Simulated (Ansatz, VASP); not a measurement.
KAlAs3: VASP beside Ansatz

```xyz
10
Lattice="6.6291 0.0000 0.0000 -3.3146 5.7410 0.0000 0.0000 0.0000 6.2687" Properties=species:S:1:pos:R:3 pbc="T T T"
K     0.0000    3.8273    4.7015
K     3.3146    1.9137    1.5672
Al    0.0000    0.0000    3.1343
Al    0.0000    0.0000    0.0000
As    0.0000    2.3059    1.5672
As    4.6322    1.1530    4.7015
As    3.3146    3.4351    4.7015
As   -1.3176    4.5880    1.5672
As    1.3176    4.5880    1.5672
As    1.9970    1.1530    4.7015
```

Alike in both runs: functional PBE; k mesh 3 × 3 × 4; occupations gaussian, width 0.1 eV; no spin polarisation.

Ansatz relaxed the structure, and its values are those at the end. VASP's run is a single point on that final structure, the one shown.

|  | VASP | Ansatz |
| --- | --- | --- |
| version | VASP 6.6.1 | Ansatz 0.2.0 |
| potentials or method | VASP PAW PBE potentials, release 64 (K_sv, Al, As), cutoff 520 eV | scalar-relativistic, plane waves, PAW |
| valence electrons in the cell | 54 | 114 |

```tsv
	VASP	Ansatz	Ansatz less VASP
gap on the k mesh at the Fermi level (eV)	none	none	-
pressure (GPa)	0.3	0.2	-0.13
rms of the force components (eV/Å)	0.015	0.007	-0.0075
```

A gap of «none» marks a metal or a gap that the smearing closes. The functional is the same, so the differences come from potentials, cutoffs and numerics. VASP's potentials hold 54 valence electrons a cell and Ansatz's 114, so a difference there can come from the potentials and not from the codes.

The k mesh is coarse, so the values compare programs but aren't converged.
